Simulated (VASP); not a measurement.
Set up this calculation in VASP 6.6.1, as the native input.

| Quantity | Value |
| --- | --- |
| Task | relaxation of cell and atoms |
| Functional | PBEsol |
| Potentials or basis | VASP PAW PBE potentials, release 64 (Be, Sb, P) |
| Cutoff | 600 eV |
| k mesh | 8 × 8 × 8 |
| Occupations | fermi-dirac, width 0.15 eV |
| Spin | no spin polarisation |
| Dipole correction | no |
| Further INCAR settings | ALGO = Normal; EDIFF = 1e-06; IBRION = 2; EDIFFG = -0.001; NSW = 80; ISIF = 3 |

The structure of Be3SbP lies in POSCAR:

```
Be3SbP
1.0
    4.2090720562      0.0000000000      0.0000000000
    0.0000000000      4.2090720562      0.0000000000
    0.0000000000      0.0000000000      4.2090720562
Be Sb P
3 1 1
Direct
    0.0000000000      0.5000000000      0.5000000000
    0.5000000000      0.0000000000      0.5000000000
    0.5000000000      0.5000000000      0.0000000000
    0.0000000000      0.0000000000      0.0000000000
    0.5000000000      0.5000000000      0.5000000000
```

One way to write it, as run:

INCAR

```
SYSTEM = Be3SbP
PREC     = Accurate       ! precision mode
ENCUT    = 600            ! plane-wave cutoff, eV
EDIFF    = 1E-6           ! SCF threshold, eV
ISMEAR   = -1             ! smearing method
SIGMA    = 0.15           ! smearing width, eV
LREAL    = .FALSE.        ! projectors in reciprocal space
LASPH    = .TRUE.         ! aspherical terms in the spheres
NELM     = 100            ! most SCF steps
ALGO     = Normal         ! electronic algorithm
ISIF     = 3              ! what is computed and relaxed
LWAVE    = .FALSE.        ! write WAVECAR
LCHARG   = .FALSE.        ! write CHGCAR
GGA      = PS             ! functional
IBRION   = 2              ! ionic algorithm
NSW      = 80             ! ionic steps
EDIFFG   = -0.001         ! ionic threshold
```

KPOINTS

```
Automatic mesh
0
G
  8 8 8
  0 0 0
```

Potentials or basis: VASP PAW PBE potentials, release 64 (Be, Sb, P).

Launch:

```console
$ cat potpaw_PBE.64/Be/POTCAR potpaw_PBE.64/Sb/POTCAR potpaw_PBE.64/P/POTCAR > POTCAR
$ mpirun -np 1 vasp_std > vasp.out
```

It gave:

```
Relaxed volume                         : 14.97 Å³/atom
Relaxed cell                           : a = 4.215 Å, b = 4.215 Å, c = 4.215 Å, α = 90.00°, β = 90.00°, γ = 90.00°
Space group after relaxing (to 0.05 Å) : Pm-3m (No. 221)
Energy gained by relaxing              : 0.1 meV/atom
Ionic steps                            : 3
Pressure after relaxing                : 0.0 GPa
Band gap on the k mesh                 : zero (band 8 reaches 7.13 eV, above the bottom of band 9 at 6.52 eV)
```

Caveat: the PAW data sets were made with another functional, which shifts forces and pressure a little; spin-orbit coupling is left out, which moves the levels of the heavy elements.

Wall time 52 s on 1 thread of Intel(R) Xeon(R) Platinum 8259CL CPU @ 2.50GHz (Skylake/Cascade Lake), with other jobs on the host, peak memory 0.24 GiB.
